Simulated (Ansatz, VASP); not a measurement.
## Two plane-wave programs on Cu

POSCAR

```
Cu
1.0
    0.0000000000      1.7881324402      1.7881324402
    1.7881324402      0.0000000000      1.7881324402
    1.7881324402      1.7881324402      0.0000000000
Cu
1
Direct
    0.0000000000      0.0000000000      0.0000000000
```

INCAR.step1

```
PREC     = Accurate       # precision mode
ENCUT    = 520            # plane-wave cutoff, eV
ISMEAR   = 1              # smearing method
SIGMA    = 0.3            # smearing width, eV
LREAL    = False          # projectors in reciprocal space
LASPH    = True           # aspherical terms in the spheres
NELM     = 100            # most SCF steps
NBANDS   = 12             # bands
GGA      = PE             # functional
ALGO     = Normal         # electronic algorithm
EDIFF    = 1E-4           # SCF threshold, eV
LWAVE    = True           # write WAVECAR
LCHARG   = False          # write CHGCAR
```

The input INCAR.step2:

```
PREC     = Accurate       # precision mode
ENCUT    = 520            # plane-wave cutoff, eV
EDIFF    = 1E-6           # SCF threshold, eV
ISMEAR   = 1              # smearing method
SIGMA    = 0.3            # smearing width, eV
LREAL    = False          # projectors in reciprocal space
LASPH    = True           # aspherical terms in the spheres
NELM     = 100            # most SCF steps
ALGO     = Normal         # electronic algorithm
ISIF     = 2              # what is computed and relaxed
LWAVE    = False          # write WAVECAR
LCHARG   = True           # write CHGCAR
METAGGA  = R2SCAN         # meta-GGA
LMIXTAU  = True         
LELF     = True           # ELF
LVHAR    = True         
NBANDS   = 12             # bands
ISTART   = 1
```

File KPOINTS:

```
Automatic mesh
0
Gamma
  15 15 15
```

Input for Ansatz:

```yaml
crystal:
  lattice:
    - [0.0, 1.7881324402, 1.7881324402]
    - [1.7881324402, 0.0, 1.7881324402]
    - [1.7881324402, 1.7881324402, 0.0]
  atoms:
    - { symbol: Cu, position: [0.0, 0.0, 0.0] }
hamiltonian:
  xc: r2scan
  pseudopotentials:
    kind: paw
    azcp:
      Cu: "pseudopotentials/Cu.paw.azcp"
basis:
  ecutwfc: 500
  fft_grid_basis: typed
kpoints:
  mp_grid: { grid: [15, 15, 15], shift: [0, 0, 0] }
magnetization:
  spin_polarized: false
scf:
  occupations: { method: methfessel_paxton, width: 0.3 }
  lower_state_search: "off"
output:
  stress: true
```

Alike in both runs: task single point; functional r2SCAN; k mesh 15 × 15 × 15; occupations methfessel-paxton of order 1, width 0.3 eV; no spin polarisation.

|  | VASP | Ansatz |
| --- | --- | --- |
| version | VASP 6.6.1 | Ansatz 0.2.0 |
| potentials or method | VASP PAW PBE potentials, release 64 (Cu), cutoff 520 eV | plane waves (500 eV) with PAW, scalar-relativistic |
| valence electrons in the cell | 11 | 19 |

```csv
,VASP,Ansatz,Ansatz less VASP
pressure (GPa),0.4,-0.1,-0.49
```

VASP's potentials were made for PBE, not for r2SCAN. VASP's potentials hold 11 valence electrons a cell and Ansatz's 19, so a difference there can come from the potentials and not from the codes.
